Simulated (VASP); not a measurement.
# Re (Fm-3m) in VASP: further runs, part 2 of 2

VASP 6.6.1.

### 3 Single point, PBE (volume scaled by 1.02)

Contents of INCAR:

```
SYSTEM = Re
  ALGO = Fast
  EDIFF = 1E-7
  ENCUT = 520
  GGA = PE
  ISIF = 2
  ISMEAR = -1
  LASPH = .TRUE.
  LCHARG = .FALSE.
  LREAL = .FALSE.
  LWAVE = .FALSE.
  NBANDS = 10
  NELM = 60
  PREC = Accurate
  SIGMA = 0.05
```

Contents of KPOINTS:

```
k-points
0
G
  12 12 12
  0 0 0
```

Contents of POSCAR:

```
Re
1.0
    0.0000000000      1.9880798514      1.9880798514
    1.9880798514      0.0000000000      1.9880798514
    1.9880798514      1.9880798514      0.0000000000
Re
1
Direct
    0.0000000000      0.0000000000      0.0000000000
```

Potentials or basis: VASP PAW PBE potentials, release 64 (Re).

Run with:

```bash
$ cat potpaw_PBE.64/Re/POTCAR > POTCAR
$ mpirun -np 1 vasp_std > vasp.out
```

OUTCAR:

```text
SYSTEM = Re
   EDIFF = 1E-7
   ENCUT = 520
   GGA = PE
   ISIF = 2
   ISMEAR = -1
   LASPH = .TRUE.
   LREAL = .FALSE.
   NELM = 60
   PREC = Accurate

 ion  position               nearest neighbor table
   1  0.000  0.000  0.000-

  LATTYP: Found a face centered cubic cell.
 ALAT       =     3.9761597028

  Lattice vectors:

 A1 = (   0.0000000000,   1.9880798514,   1.9880798514)
 A2 = (   1.9880798514,   0.0000000000,   1.9880798514)
 A3 = (   1.9880798514,   1.9880798514,   0.0000000000)

Analysis of symmetry for initial positions (statically):
=====================================================================
 Subroutine PRICEL returns:
 Original cell was already a primitive cell.

 Routine SETGRP: Setting up the symmetry group for a
 face centered cubic supercell.

 Subroutine GETGRP returns: Found 48 space group operations
[... 9 lines left out ...]

 Routine SETGRP: Setting up the symmetry group for a
 face centered cubic supercell.

 Subroutine GETGRP returns: Found 48 space group operations
[... 11 lines left out ...]
                                     Primitive cell

  volume of cell :      15.7156

  direct lattice vectors                    reciprocal lattice vectors
     0.000000000  1.988079851  1.988079851    -0.251498952  0.251498952  0.251498952
     1.988079851  0.000000000  1.988079851     0.251498952 -0.251498952  0.251498952
     1.988079851  1.988079851  0.000000000     0.251498952  0.251498952 -0.251498952

  length of vectors
     2.811569489  2.811569489  2.811569489     0.435608964  0.435608964  0.435608964

  position of ions in fractional coordinates (direct lattice)
     0.000000000  0.000000000  0.000000000

  ion indices of the primitive-cell ions
   primitive index   ion index
                 1           1

----------------------------------------------------------------------------------------

 KPOINTS: k-points

Automatic generation of k-mesh.
 Grid dimensions read from file:
 generate k-points for:   12   12   12

 Generating k-lattice:

  Cartesian coordinates                     Fractional coordinates (reciprocal lattice)
    -0.020958246  0.020958246  0.020958246     0.083333333  0.000000000  0.000000000
     0.020958246 -0.020958246  0.020958246     0.000000000  0.083333333  0.000000000
     0.020958246  0.020958246 -0.020958246     0.000000000  0.000000000  0.083333333

  Length of vectors
     0.036300747  0.036300747  0.036300747

  Shift w.r.t. Gamma in fractional coordinates (k-lattice)
     0.000000000  0.000000000  0.000000000

 Subroutine IBZKPT returns following result:
 ===========================================

 Found     72 irreducible k-points:

 Following reciprocal coordinates:
            Coordinates               Weight
  0.000000  0.000000  0.000000      1.000000
  0.083333  0.000000  0.000000      8.000000
  0.166667  0.000000  0.000000      8.000000
  0.250000  0.000000  0.000000      8.000000
  0.333333  0.000000  0.000000      8.000000
  0.416667  0.000000  0.000000      8.000000
[... 16 lines left out ...]
  0.500000  0.166667  0.000000     24.000000
 -0.416667  0.166667  0.000000     24.000000
 [... further k-points ...]
   k-points           NKPTS =     72   k-points in BZ     NKDIM =     72   number of bands    NBANDS=     10
   number of dos      NEDOS =    301   number of ions     NIONS =      1
   total plane-waves  NPLWV =  13824
   dimension x,y,z NGX =    24 NGY =   24 NGZ =   24
   dimension x,y,z NGXF=    48 NGYF=   48 NGZF=   48
   ions per type =               1
   NGX,Y,Z   is equivalent  to a cutoff of  14.19, 14.19, 14.19 a.u.
   NGXF,Y,Z  is equivalent  to a cutoff of  28.38, 28.38, 28.38 a.u.
 SYSTEM =  Re
   PREC   = accura    normal or accurate (medium, high low for compatibility)
   ISTART =      0    job   : 0-new  1-cont  2-samecut
   ICHARG =      2    charge: 1-file 2-atom 10-const
   ISPIN  =      1    spin polarized calculation?
   LNONCOLLINEAR =      F non collinear calculations
   LSORBIT =      F    spin-orbit coupling
   LASPH  =      T    aspherical Exc in radial PAW
   ENCUT  =  520.0 eV  38.22 Ry    6.18 a.u.   5.23  5.23  5.23*2*pi/ulx,y,z
   NELM   =     60;   NELMIN=  2; NELMDL= -5     # of ELM steps
   EDIFF  = 0.1E-06   stopping-criterion for ELM
   LREAL  =      F    real-space projection
   EDIFFG = 0.1E-05   stopping-criterion for IOM
   NSW    =      0    number of steps for IOM
   IBRION =     -1    ionic relax: 0-MD 1-quasi-New 2-CG
   NFREE  =      0    steps in history (QN), initial steepest desc. (CG)
   ISIF   =      2    stress and relaxation
   ISYM   =      2    0-nonsym 1-usesym 2-fastsym
   POTIM  = 0.5000    time-step for ionic-motion
   TEBEG  =    0.0;   TEEND  =   0.0 temperature during run
   PSTRESS=    0.0 pullay stress
   NELECT =       7.0000    total number of electrons
   NUPDOWN=      -1.0000    fix difference up-down
   EMIN   =  10.00;   EMAX   =-10.00  energy-range for DOS
   EFERMI =   0.00;   METHOD = LEGACY
   ISMEAR =    -1;   SIGMA  =   0.05  broadening in eV -4-tet -1-fermi 0-gaus
   EFERMI_NEDOS =   21; number of points for ismear=-14 and -15
   IALGO  =     68    algorithm
   IMIX   =      4    mixing-type and parameters
     AMIX     =   0.40;   BMIX     =  1.00
     AMIX_MAG =   1.60;   BMIX_MAG =  1.00
  volume/ion in A,a.u.               =      15.72       106.05
  Fermi-wavevector in a.u.,A,eV,Ry     =   1.250250  2.362631 21.267623  1.563126
  Thomas-Fermi vector in A             =   2.384253
   LORBIT       =      0    0 simple, 1 ext, 2 COOP (PROOUT), +10 PAW based schemes
   GGA     = PE    functional components
   LHFCALC =     F    Hartree Fock is set to
   AEXX    =    0.0000 exact exchange contribution
   IVDW    =     0    specifies the selected vdW correction
   LEPSILON=     F    determine dielectric tensor
   LRPA    =     F    only Hartree local field effects (RPA)
 non-spin polarized calculation
 RMM-DIIS sequential band-by-band and
  energy-cutoff  :      520.00
  volume of cell :       15.72
 maximum number of plane-waves:       444
 NGX is ok and might be reduce to    24
   NGX = 11   NGY = 11   NGZ = 11

 number of electron       7.0000000 magnetization

 Free energy of the ion-electron system (eV)
  ---------------------------------------------------
  ext. energy  EPLUGINS =         0.00000000
  ---------------------------------------------------
  free energy    TOTEN  =       -12.33120997 eV

  energy without entropy =      -12.32548263  energy(sigma->0) =      -12.32834630

 E-fermi :   7.3288     XC(G=0): -13.3712

 val. band max:        7.2666405585   @ k =  -0.4167   0.2500   0.0000
 cond. band min:       7.3411417842   @ k =  -0.1667   0.2500   0.0833
 fundamental gap:      0.0745012256
 Fermi energy:         7.3288355549

 k-point     1 :       0.0000    0.0000    0.0000
  band No.  band energies     occupation
      1      -2.3161      2.00000
      2       5.6015      2.00000
      3       5.6015      2.00000
      4       5.6015      2.00000
      5       8.4833      0.00000
      6       8.4833      0.00000
      7      21.1973      0.00000
      8      26.4862      0.00000
      9      26.4862      0.00000
     10      26.4862      0.00000

 k-point     2 :       0.0833    0.0000    0.0000
  band No.  band energies     occupation
      1      -2.0186      2.00000
      2       5.4090      2.00000
      3       5.7361      2.00000
      4       5.7361      2.00000
      5       8.3832      0.00000
      6       8.3832      0.00000
      7      21.7593      0.00000
      8      25.1111      0.00000
      9      27.0198      0.00000
     10      27.0198      0.00000

 k-point     3 :       0.1667    0.0000    0.0000
  band No.  band energies     occupation
      1      -1.1981      2.00000
      2       5.0028      2.00000
      3       6.0055      2.00000
      4       6.0055      2.00000
      5       8.2763      0.00000
      6       8.2763      0.00000
      7      22.6605      0.00000
      8      23.5516      0.00000
      9      28.5119      0.00000
     10      28.5119      0.00000
[... 248 lines left out ...]
 k-point    23 :       0.5000    0.1667    0.0000
  band No.  band energies     occupation
      1       1.8270      2.00000
      2       4.3966      2.00000
      3       5.7442      2.00000
      4       6.3985      2.00000
      5      10.8752      0.00000
      6      12.3445      0.00000
      7      16.3016      0.00000
      8      22.6718      0.00000
      9      25.5760      0.00000
     10      26.4026      0.00000

 k-point    24 :      -0.4167    0.1667    0.0000
  band No.  band energies     occupation
      1       1.9072      2.00000
      2       4.4531      2.00000
      3       6.0113      2.00000
      4       6.2748      2.00000
      5      10.2700      0.00000
      6      12.9302      0.00000
      7      16.1417      0.00000
      8      22.6158      0.00000
      9      24.9249      0.00000
     10      26.8146      0.00000

 [... further k-points ...]
[... 5 lines left out ...]
  --------------------------------------------------------------------------------------
  -------------------------------------------------------------------------------------
  Total       -1.5629264     -1.5629264     -1.5629264      0.0000000      0.0000000      0.0000000
  in kB     -159.3373691   -159.3373691   -159.3373691      0.0000000      0.0000000      0.0000000
  external PRESSURE =    -159.3373691 kB  Pullay stress =       0.0000000 kB

 VOLUME and BASIS-vectors are now :
 -----------------------------------------------------------------------------
  energy-cutoff  :      520.00
  volume of cell :       15.72
      direct lattice vectors                 reciprocal lattice vectors
     0.000000000  1.988079851  1.988079851    -0.251498952  0.251498952  0.251498952
     1.988079851  0.000000000  1.988079851     0.251498952 -0.251498952  0.251498952
     1.988079851  1.988079851  0.000000000     0.251498952  0.251498952 -0.251498952

 POSITION                                       TOTAL-FORCE (eV/Angst)
 -----------------------------------------------------------------------------------
      0.00000      0.00000      0.00000        -0.000000      0.000000      0.000000
 -----------------------------------------------------------------------------------
    total drift:                               -0.000000      0.000000      0.000000

  FREE ENERGIE OF THE ION-ELECTRON SYSTEM (eV)
  ---------------------------------------------------
  free  energy   TOTEN  =       -12.3312099739 eV

  energy  without entropy=      -12.3254826290  energy(sigma->0) =      -12.32834630
```

stdout:

```text
POSCAR found type information on POSCAR Re
 POSCAR found :  1 types and       1 ions
 scaLAPACK will be used
 LDA part: xc-table for (Slater+PW92), standard interpolation
 POSCAR, INCAR and KPOINTS ok, starting setup
 FFT: planning ... GRIDC
 FFT: planning ... GRID_SOFT
 FFT: planning ... GRID
 WAVECAR not read
 entering main loop
```

Wall time 12 s (1 thread of Intel Xeon Platinum 8375C at 2.90GHz (Ice Lake), shared host); peak memory 0.14 GiB.

Results:

* Free energy: -12.3312 eV
* Pressure: -15.9 GPa

Caveat: the cell differs from its parent crystal (volume scaled by 1.02); spin-orbit coupling is left out, which moves the levels of the heavy elements.

### 4 Single point, PBE (volume scaled by 1.06)

Contents of INCAR:

```
PREC     = Accurate       # precision mode
ENCUT    = 520            # plane-wave cutoff, eV
EDIFF    = 1E-7           # SCF threshold, eV
ISMEAR   = -1             # smearing method
SIGMA    = 0.05           # smearing width, eV
LREAL    = F              # projectors in reciprocal space
LASPH    = T              # aspherical terms in the spheres
NELM     = 80             # most SCF steps
ALGO     = Fast           # electronic algorithm
ISIF     = 2              # what is computed and relaxed
LWAVE    = F              # write WAVECAR
LCHARG   = T              # write CHGCAR
GGA      = PE             # functional
LELF     = T              # ELF
LVHAR    = T            
NBANDS   = 10             # bands
```

Contents of KPOINTS:

```
regular mesh
0
Gamma
  12 12 12
```

Contents of POSCAR:

```
Re
1.0
    0.0000000000      2.0137353243      2.0137353243
    2.0137353243      0.0000000000      2.0137353243
    2.0137353243      2.0137353243      0.0000000000
Re
1
Direct
    0.0000000000      0.0000000000      0.0000000000
```

Run with:

```bash
$ cat potpaw_PBE.64/Re/POTCAR > POTCAR
$ mpirun -np 1 vasp_std > vasp.out
```

Wall time 13 s (1 thread of Intel Xeon Platinum 8375C at 2.90GHz (Ice Lake), shared host); peak memory 0.14 GiB.

It converged, with:

```yaml
Free_energy: -12.2498 eV
Pressure: -26.3 GPa
```

Levels at points of the mesh, in eV from the Fermi level:
| k point | band 2 | band 3 | band 4 | band 5 | band 6 | band 7 |
| --- | --- | --- | --- | --- | --- | --- |
| (0.00, 0.00, 0.00) | -1.63 | -1.63 | -1.63 | 1.08 | 1.08 | 13.82 |
| (0.50, 0.00, 0.00) | -1.80 | -1.80 | 0.12 | 3.25 | 3.25 | 8.54 |
| (0.50, 0.50, 0.00) | -5.14 | 2.43 | 3.20 | 3.87 | 3.87 | 11.25 |

Caveat: the cell differs from its parent crystal (volume scaled by 1.06); spin-orbit coupling is left out, which moves the levels of the heavy elements.

### 5 Single point, PBE, non-collinear spin, zero start, spin-orbit coupling

This run uses another cell than the first one, of 15.41 Å³/atom, 1.042 times its volume.

Contents of INCAR:

```
ALGO = Normal
EDIFF = 1E-6
ENCUT = 520
GGA = PE
GGA_COMPAT = False
ISIF = 2
ISMEAR = 0
LASPH = True
LCHARG = True
LMAXMIX = 4
LORBIT = 11
LORBMOM = True
LREAL = False
LSORBIT = True
LVHAR = True
LWAVE = False
MAGMOM = 0 0 0
NBANDS = 18
NELM = 150
PREC = Accurate
SIGMA = 0.1
```

Contents of KPOINTS:

```
k-points
0
Gamma
  12 12 12
```

Contents of POSCAR:

```
Re
1.0
    0.0000000000      1.9750000000      1.9750000000
    1.9750000000      0.0000000000      1.9750000000
    1.9750000000      1.9750000000      0.0000000000
Re
1
Direct
    0.0000000000      0.0000000000      0.0000000000
```

Run with:

```bash
$ cat potpaw_PBE.64/Re/POTCAR > POTCAR
$ mpirun -np 1 vasp_ncl > vasp.out
```

Run time: 77 s. Hardware: 1 thread of AMD EPYC 7R13 (Zen 3), shared host; peak memory 0.18 GiB.

Results (log left out):

| Quantity | Value |
| --- | --- |
| Free energy | -12.6825 eV |
| Pressure | -9.1 GPa |
| Net moment | 0.00 μB per cell |
| Valence electrons inside the program's atomic spheres | Re 5.97 |

Moments on the atoms (μB; x, y, z):
```
Re  0.00 0.00 0.00
```

### 6 The runs side by side

```csv
spin,cell,smearing,gap on the mesh (eV),pressure (GPa)
off,"a = 2.755 Å, angles 60.0°, 1 atom",fermi-dirac 0.05 eV,none,4.9
off,"a = 2.812 Å, angles 60.0°, 1 atom",fermi-dirac 0.05 eV,none,-15.9
off,"a = 2.848 Å, angles 60.0°, 1 atom",fermi-dirac 0.05 eV,none,-26.3
"non-collinear, zero start, SOC","a = 2.793 Å, angles 60.0°, 1 atom",gaussian 0.1 eV,-,-9.1
```

Alike in all rows: task single point; level PBE; potentials or basis VASP PAW PBE potentials, release 64 (Re); k mesh 12 × 12 × 12; cutoff (eV) 520.

Caveats: spin-orbit coupling is left out, which moves the levels of the heavy elements (some runs).

Total energies depend on the potentials used, so only differences within one code and one set of settings carry meaning.
